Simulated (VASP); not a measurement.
Runs of VASP 6.6.1 on Cd4Se. The structure is that of space group Im-3m (No. 229), or close to it. The cells are those of the table. 

```tsv
task	cell	k mesh	cutoff (eV)	gap on the mesh (eV)	pressure (GPa)	relaxed volume (Å³/atom)
single point	a = 5.733 Å, angles 109.5°, 5 atoms	8 × 8 × 8	520	none	(b)	-
single point	a = 5.699 Å, angles 109.5°, 5 atoms	4 × 4 × 4	520	none	0.4	-
relaxation of cell and atoms	relaxed from a = 5.404 Å, angles 109.5°, 5 atoms	4 × 4 × 4	600	none	0.1	(a)
single point	a = 5.404 Å, angles 109.5°, 5 atoms	4 × 4 × 4	520	none	8.1	-
relaxation of cell and atoms	relaxed from a = 5.699 Å, angles 109.5°, 5 atoms	8 × 8 × 8	600	none	0.0	29.14
```

Alike in all rows: level PBE; potentials or basis VASP PAW PBE potentials, release 64 (Cd, Se); no spin polarisation; smearing gaussian 0.1 eV.

Task: Fill in the values left out.

Result: (a) 28.82; (b) 0.2.

Caveats: the volume moved by over 15 % at a fixed basis, so the end points are rough (some runs).

A k mesh can miss the band edges, and the runs leave out spin-orbit coupling on Cd, Se.

A gap of «none» marks levels without a gap at the run's occupations.
